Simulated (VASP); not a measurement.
# Ni (Fm-3m) in VASP: notebook

The runs below take Ni through single point, with LDA.

All numbers are computed with VASP 6.6.1; they aren't measurements. Logs are shortened: lines on timing, memory, paths and dates and some standing lists are left out, and cuts for length are marked.

## Step 1: The cell of the first run

The structure is cubic, space group Fm-3m (No. 225). Conventional cell: a = 3.070 Å, b = 3.070 Å, c = 3.070 Å, α = 90.00°, β = 90.00°, γ = 90.00°. Within 2.9 Å of Ni (site symmetry m-3m) lie 12 Ni at 2.17 Å.

## Step 2: Single point, LDA, collinear spin, ferromagnetic start (volume scaled by 0.72)

INCAR

```
PREC = Accurate
ENCUT = 520
EDIFF = 1E-6
ISMEAR = -1
SIGMA = 0.08
LREAL = F
LASPH = T
NELM = 150
ALGO = Normal
ISIF = 2
LWAVE = F
LCHARG = T
ISPIN = 2
MAGMOM = 1
LORBIT = 11
LMAXMIX = 4
LELF = T
LVHAR = T
NBANDS = 15
```

KPOINTS

```
regular mesh
0
Gamma
  18 18 18
```

POSCAR

```
Ni
1.0
    0.0000000000      1.5347554156      1.5347554156
    1.5347554156      0.0000000000      1.5347554156
    1.5347554156      1.5347554156      0.0000000000
Ni
1
Direct
    0.0000000000      0.0000000000      0.0000000000
```

Potentials or basis: VASP PAW LDA potentials, release 64 (Ni).

Started as:

```console
cat potpaw_LDA.64/Ni/POTCAR > POTCAR
mpirun -np 1 vasp_std > vasp.out
```

OUTCAR:

```text
PREC = Accurate
   ENCUT = 520
   EDIFF = 1E-6
   ISMEAR = -1
   LREAL = F
   LASPH = T
   NELM = 150
   ISIF = 2
   ISPIN = 2
   LORBIT = 11

 ion  position               nearest neighbor table
   1  0.000  0.000  0.000-

  LATTYP: Found a face centered cubic cell.
 ALAT       =     3.0695108312

  Lattice vectors:

 A1 = (   0.0000000000,   1.5347554156,   1.5347554156)
 A2 = (   1.5347554156,   0.0000000000,   1.5347554156)
 A3 = (   1.5347554156,   1.5347554156,   0.0000000000)

Analysis of symmetry for initial positions (statically):
=====================================================================
 Subroutine PRICEL returns:
 Original cell was already a primitive cell.

 Routine SETGRP: Setting up the symmetry group for a
 face centered cubic supercell.

 Subroutine GETGRP returns: Found 48 space group operations
 (whereof 48 operations were pure point group operations)
 out of a pool of 48 trial point group operations.

The static configuration has the point symmetry O_h .

Analysis of symmetry for dynamics (positions and initial velocities):
=====================================================================
 Subroutine PRICEL returns:
 Original cell was already a primitive cell.

 Routine SETGRP: Setting up the symmetry group for a
 face centered cubic supercell.

 Subroutine GETGRP returns: Found 48 space group operations
 (whereof 48 operations were pure point group operations)
 out of a pool of 48 trial point group operations.

The dynamic configuration has the point symmetry O_h .

Analysis of structural, dynamic, and magnetic symmetry:
=====================================================================
 Subroutine PRICEL returns:
 Original cell was already a primitive cell.

 Routine SETGRP: Setting up the symmetry group for a
 face centered cubic supercell.

 Subroutine GETGRP returns: Found 48 space group operations
 (whereof 48 operations were pure point group operations)
 out of a pool of 48 trial point group operations.

The overall configuration has the point symmetry O_h .

 Subroutine INISYM returns: Found 48 space group operations
 (whereof 48 operations are pure point group operations),
 and found     1 'primitive' translations

----------------------------------------------------------------------------------------

                                     Primitive cell

  volume of cell :       7.2302

  direct lattice vectors                    reciprocal lattice vectors
     0.000000000  1.534755416  1.534755416    -0.325784809  0.325784809  0.325784809
     1.534755416  0.000000000  1.534755416     0.325784809 -0.325784809  0.325784809
     1.534755416  1.534755416  0.000000000     0.325784809  0.325784809 -0.325784809

  length of vectors
     2.170471924  2.170471924  2.170471924     0.564275842  0.564275842  0.564275842

  position of ions in fractional coordinates (direct lattice)
     0.000000000  0.000000000  0.000000000

  ion indices of the primitive-cell ions
   primitive index   ion index
                 1           1

----------------------------------------------------------------------------------------

 KPOINTS: regular mesh

Automatic generation of k-mesh.
 Grid dimensions read from file:
 generate k-points for:   18   18   18

 Generating k-lattice:

  Cartesian coordinates                     Fractional coordinates (reciprocal lattice)
    -0.018099156  0.018099156  0.018099156     0.055555556  0.000000000  0.000000000
     0.018099156 -0.018099156  0.018099156     0.000000000  0.055555556  0.000000000
     0.018099156  0.018099156 -0.018099156     0.000000000  0.000000000  0.055555556

  Length of vectors
     0.031348658  0.031348658  0.031348658

  Shift w.r.t. Gamma in fractional coordinates (k-lattice)
     0.000000000  0.000000000  0.000000000

 Subroutine IBZKPT returns following result:
 ===========================================

 Found    195 irreducible k-points:

 Following reciprocal coordinates:
            Coordinates               Weight
  0.000000  0.000000  0.000000      1.000000
  0.055556  0.000000  0.000000      8.000000
  0.111111  0.000000  0.000000      8.000000
  0.166667  0.000000  0.000000      8.000000
  0.222222  0.000000  0.000000      8.000000
  0.277778  0.000000  0.000000      8.000000
[... 16 lines left out ...]
 -0.277778  0.055556  0.000000     24.000000
 -0.222222  0.055556  0.000000     24.000000
 [... further k-points ...]
   k-points           NKPTS =    195   k-points in BZ     NKDIM =    195   number of bands    NBANDS=     15
   number of dos      NEDOS =    301   number of ions     NIONS =      1
   total plane-waves  NPLWV =   4096
   dimension x,y,z NGX =    16 NGY =   16 NGZ =   16
   dimension x,y,z NGXF=    32 NGYF=   32 NGZF=   32
   ions per type =               1
   NGX,Y,Z   is equivalent  to a cutoff of  12.26, 12.26, 12.26 a.u.
   NGXF,Y,Z  is equivalent  to a cutoff of  24.51, 24.51, 24.51 a.u.
 SYSTEM =  unknown system
   PREC   = accura    normal or accurate (medium, high low for compatibility)
   ISTART =      0    job   : 0-new  1-cont  2-samecut
   ICHARG =      2    charge: 1-file 2-atom 10-const
   ISPIN  =      2    spin polarized calculation?
   LNONCOLLINEAR =      F non collinear calculations
   LSORBIT =      F    spin-orbit coupling
   LASPH  =      T    aspherical Exc in radial PAW
   ENCUT  =  520.0 eV  38.22 Ry    6.18 a.u.   4.04  4.04  4.04*2*pi/ulx,y,z
   NELM   =    150;   NELMIN=  2; NELMDL= -5     # of ELM steps
   EDIFF  = 0.1E-05   stopping-criterion for ELM
   LREAL  =      F    real-space projection
   EDIFFG = 0.1E-04   stopping-criterion for IOM
   NSW    =      0    number of steps for IOM
   IBRION =     -1    ionic relax: 0-MD 1-quasi-New 2-CG
   NFREE  =      0    steps in history (QN), initial steepest desc. (CG)
   ISIF   =      2    stress and relaxation
   ISYM   =      2    0-nonsym 1-usesym 2-fastsym
   POTIM  = 0.5000    time-step for ionic-motion
   TEBEG  =    0.0;   TEEND  =   0.0 temperature during run
   PSTRESS=    0.0 pullay stress
   NELECT =      10.0000    total number of electrons
   NUPDOWN=      -1.0000    fix difference up-down
   EMIN   =  10.00;   EMAX   =-10.00  energy-range for DOS
   EFERMI =   0.00;   METHOD = LEGACY
   ISMEAR =    -1;   SIGMA  =   0.08  broadening in eV -4-tet -1-fermi 0-gaus
   EFERMI_NEDOS =   21; number of points for ismear=-14 and -15
   IALGO  =     38    algorithm
   IMIX   =      4    mixing-type and parameters
     AMIX     =   0.40;   BMIX     =  1.00
     AMIX_MAG =   1.60;   BMIX_MAG =  1.00
  volume/ion in A,a.u.               =       7.23        48.79
  Fermi-wavevector in a.u.,A,eV,Ry     =   1.824003  3.446867 45.266428  3.326989
  Thomas-Fermi vector in A             =   2.879829
   LORBIT       =     11    0 simple, 1 ext, 2 COOP (PROOUT), +10 PAW based schemes
   GGA     = CA    functional components
   LHFCALC =     F    Hartree Fock is set to
   AEXX    =    0.0000 exact exchange contribution
   IVDW    =     0    specifies the selected vdW correction
   LEPSILON=     F    determine dielectric tensor
   LRPA    =     F    only Hartree local field effects (RPA)
 spin polarized calculation
  energy-cutoff  :      520.00
  volume of cell :        7.23
 maximum number of plane-waves:       202
   NGX =  9   NGY =  9   NGZ =  9

 number of electron      10.0000000 magnetization       1.0000000

 number of electron       9.9999991 magnetization       0.3576309

 Free energy of the ion-electron system (eV)
  ---------------------------------------------------
  ext. energy  EPLUGINS =         0.00000000
  ---------------------------------------------------
  free energy    TOTEN  =        -5.43611803 eV

  energy without entropy =       -5.40281849  energy(sigma->0) =       -5.41946826

 E-fermi :  16.3485     XC(G=0): -16.2085

 val. band max:       16.3483548128   @ k =  -0.3889   0.4444   0.1111
 cond. band min:      16.3525428081   @ k =   0.3889   0.3333   0.0000
 fundamental gap:      0.0041879953
 Fermi energy:        16.3485319407

 spin component 1

 k-point     1 :       0.0000    0.0000    0.0000
  band No.  band energies     occupation
      1       4.1979      1.00000
      2      12.6771      1.00000
      3      12.6771      1.00000
      4      12.6771      1.00000
      5      14.7658      1.00000
      6      14.7658      1.00000
      7      43.2793      0.00000
      8      50.5110      0.00000
      9      50.5110      0.00000
     10      50.5110      0.00000
     11      56.3507      0.00000
     12      56.3507      0.00000
     13      56.3507      0.00000
     14      57.1396      0.00000
     15      61.1142      0.00000

 k-point     2 :       0.0556    0.0000    0.0000
  band No.  band energies     occupation
      1       4.3644      1.00000
      2      12.6130      1.00000
      3      12.7271      1.00000
      4      12.7271      1.00000
      5      14.7406      1.00000
      6      14.7406      1.00000
      7      43.1950      0.00000
      8      48.7472      0.00000
      9      50.4375      0.00000
     10      50.4375      0.00000
     11      56.4031      0.00000
     12      56.5194      0.00000
     13      56.5194      0.00000
     14      58.9066      0.00000
     15      61.1416      0.00000
[... 365 lines left out ...]
      3      12.9197      1.00000
      4      13.0324      1.00000
      5      14.9105      1.00000
      6      15.5749      0.99994
      7      33.2174      0.00000
      8      42.6704      0.00000
      9      47.7277      0.00000
     10      51.9157      0.00000
     11      52.9129      0.00000
     12      54.2640      0.00000
     13      59.4063      0.00000
     14      61.0027      0.00000
     15      65.6762      0.00000

 k-point    24 :      -0.2222    0.0556    0.0000
  band No.  band energies     occupation
      1       7.0372      1.00000
      2      11.9598      1.00000
      3      13.0444      1.00000
      4      13.1387      1.00000
      5      14.5742      1.00000
      6      15.1912      1.00000
      7      36.2937      0.00000
      8      43.2834      0.00000
      9      48.3334      0.00000
     10      51.8565      0.00000
     11      53.9228      0.00000
     12      54.7249      0.00000
     13      59.6092      0.00000
     14      60.6332      0.00000
     15      63.6416      0.00000

 [... further k-points ...]

 spin component 2

 k-point     1 :       0.0000    0.0000    0.0000
  band No.  band energies     occupation
      1       4.2441      1.00000
      2      13.0476      1.00000
      3      13.0476      1.00000
      4      13.0476      1.00000
      5      15.1068      1.00000
      6      15.1068      1.00000
      7      43.2994      0.00000
      8      50.5443      0.00000
      9      50.5443      0.00000
     10      50.5443      0.00000
     11      56.4823      0.00000
     12      56.4823      0.00000
     13      56.4823      0.00000
     14      57.1977      0.00000
     15      61.9568      0.00000

 k-point     2 :       0.0556    0.0000    0.0000
  band No.  band energies     occupation
      1       4.4108      1.00000
      2      12.9810      1.00000
      3      13.0982      1.00000
      4      13.0982      1.00000
      5      15.0809      1.00000
      6      15.0809      1.00000
      7      43.2244      0.00000
      8      48.7893      0.00000
      9      50.4785      0.00000
     10      50.4785      0.00000
     11      56.4970      0.00000
     12      56.6428      0.00000
     13      56.6428      0.00000
     14      59.0346      0.00000
     15      61.9332      0.00000
[... 365 lines left out ...]
      3      13.2602      1.00000
      4      13.3770      1.00000
      5      15.2810      1.00000
      6      15.9467      0.99346
      7      33.3800      0.00000
      8      42.7158      0.00000
      9      47.8172      0.00000
     10      52.0167      0.00000
     11      53.0066      0.00000
     12      54.3385      0.00000
     13      59.5959      0.00000
     14      61.7513      0.00000
     15      65.7948      0.00000

 k-point    24 :      -0.2222    0.0556    0.0000
  band No.  band energies     occupation
      1       7.1035      1.00000
      2      12.2771      1.00000
      3      13.3961      1.00000
      4      13.4974      1.00000
      5      14.9272      1.00000
      6      15.5531      0.99995
      7      36.4332      0.00000
      8      43.3328      0.00000
      9      48.4155      0.00000
     10      51.9414      0.00000
     11      53.9865      0.00000
     12      54.8252      0.00000
     13      59.6975      0.00000
     14      61.4814      0.00000
     15      63.7704      0.00000

 [... further k-points ...]
[... 5 lines left out ...]
  --------------------------------------------------------------------------------------
  -------------------------------------------------------------------------------------
  Total        8.1886283      8.1886283      8.1886283      0.0000000      0.0000000     -0.0000000
  in kB     1814.5720704   1814.5720704   1814.5720704      0.0000000      0.0000000     -0.0000000
  external PRESSURE =    1814.5720704 kB  Pullay stress =       0.0000000 kB

 VOLUME and BASIS-vectors are now :
 -----------------------------------------------------------------------------
  energy-cutoff  :      520.00
  volume of cell :        7.23
      direct lattice vectors                 reciprocal lattice vectors
     0.000000000  1.534755416  1.534755416    -0.325784809  0.325784809  0.325784809
     1.534755416  0.000000000  1.534755416     0.325784809 -0.325784809  0.325784809
     1.534755416  1.534755416  0.000000000     0.325784809  0.325784809 -0.325784809

 POSITION                                       TOTAL-FORCE (eV/Angst)
 -----------------------------------------------------------------------------------
      0.00000      0.00000      0.00000         0.000000     -0.000000      0.000000
 -----------------------------------------------------------------------------------
    total drift:                                0.000000      0.000000      0.000000

  FREE ENERGIE OF THE ION-ELECTRON SYSTEM (eV)
  ---------------------------------------------------
  free  energy   TOTEN  =        -5.4361180326 eV

  energy  without entropy=       -5.4028184859  energy(sigma->0) =       -5.41946826

 total charge

# of ion       s       p       d       tot
------------------------------------------
    1        0.726   0.992   8.698  10.416

 magnetization (x)

# of ion       s       p       d       tot
------------------------------------------
    1       -0.004  -0.014   0.362   0.344
```

Wall time 20 s (1 thread of AMD EPYC 9R45 (Zen 5), shared host); peak memory 0.1 GiB.

Results:

```
Free energy  : -5.4361 eV
Pressure     : 181.5 GPa
Net moment   : 0.36 μB per cell
Site moments : Ni +0.34 μB
```

## Step 3: Single point, LDA, collinear spin, ferromagnetic start (volume scaled by 0.8)

INCAR

```
ALGO = Normal ; EDIFF = 1E-7
ENCUT = 520 ; ISIF = 2
ISMEAR = -1 ; ISPIN = 2
LASPH = T ; LCHARG = T
LELF = T ; LMAXMIX = 4
LORBIT = 11 ; LREAL = F
LVHAR = T ; LWAVE = F
MAGMOM = 1 ; NBANDS = 15
NELM = 150 ; PREC = Accurate
SIGMA = 0.08
```

KPOINTS

```
k-points
0
Gamma
  18 18 18
```

POSCAR

```
Ni
1.0
    0.0000000000      1.5896139720      1.5896139720
    1.5896139720      0.0000000000      1.5896139720
    1.5896139720      1.5896139720      0.0000000000
Ni
1
Direct
    0.0000000000      0.0000000000      0.0000000000
```

Potentials or basis: VASP PAW LDA potentials, release 64 (Ni).

Started as:

```console
cat potpaw_LDA.64/Ni/POTCAR > POTCAR
mpirun -np 1 vasp_std > vasp.out
```

It took 28 s on 1 thread of AMD EPYC 9R45 (Zen 5), shared host; peak memory 0.12 GiB.

It converged, with:

- Free energy: -6.1139 eV
- Pressure: 95.9 GPa
- Net moment: 0.49 μB per cell
- Site moments: Ni +0.48 μB

Levels at points of the mesh, in eV from the Fermi level:
Spin up:
| k point | band 3 | band 4 | band 5 | band 6 | band 7 | band 8 |
| --- | --- | --- | --- | --- | --- | --- |
| (0.00, 0.00, 0.00) | -3.27 | -3.27 | -1.48 | -1.48 | 26.20 | 32.49 |
| (0.50, 0.00, 0.00) | -3.32 | -0.81 | -0.36 | -0.36 | 8.34 | 24.58 |
| (0.50, 0.50, 0.00) | -0.34 | -0.09 | -0.09 | 2.75 | 12.40 | 17.86 |
Spin down:
```csv
k point,band 2,band 3,band 4,band 5,band 6,band 7,band 8,band 9
"(0.00, 0.00, 0.00)",-2.76,-2.76,-2.76,-1.01,-1.01,26.22,32.53,32.53
"(0.50, 0.00, 0.00)",-2.87,-2.87,-0.75,0.19,0.19,8.69,24.59,30.37
"(0.50, 0.50, 0.00)",-5.68,0.15,0.50,0.50,2.83,12.66,17.94,17.94
```

(Continued in part 2 of 2.)
